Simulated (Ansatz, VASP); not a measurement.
Two plane-wave programs on Pt

```
CELL_PARAMETERS angstrom
0.00000 1.98506 1.98506
1.98506 0.00000 1.98506
1.98506 1.98506 0.00000
ATOMIC_POSITIONS crystal
Pt 0.00000 0.00000 0.00000
```

Alike in both runs: functional PBE; k mesh 18 × 18 × 18; occupations gaussian, width 0.1 eV; no spin polarisation.

Ansatz relaxed the structure, and its values are those at the end. VASP's run is a single point on that final structure, the one shown.

|  | VASP | Ansatz |
| --- | --- | --- |
| version | VASP 6.6.1 | Ansatz 0.2.0 |
| potentials or method | VASP PAW PBE potentials, release 64 (Pt), cutoff 520 eV | scalar-relativistic, plane waves, PAW |
| valence electrons in the cell | 10 | 18 |

Ansatz gave:

| Item | Value |
| --- | --- |
| gap on the k mesh at the Fermi level (eV) | none |
| pressure (GPa) | 0.0 |

**Question.** What did VASP give for the same quantities?

**Answer.** gap on the k mesh at the Fermi level (eV): none; pressure (GPa): -0.5.

A gap of «none» marks a metal or a gap that the smearing closes. VASP's potentials hold 10 valence electrons a cell and Ansatz's 18, so a difference there can come from the potentials and not from the codes.

Spin-orbit coupling is off throughout.
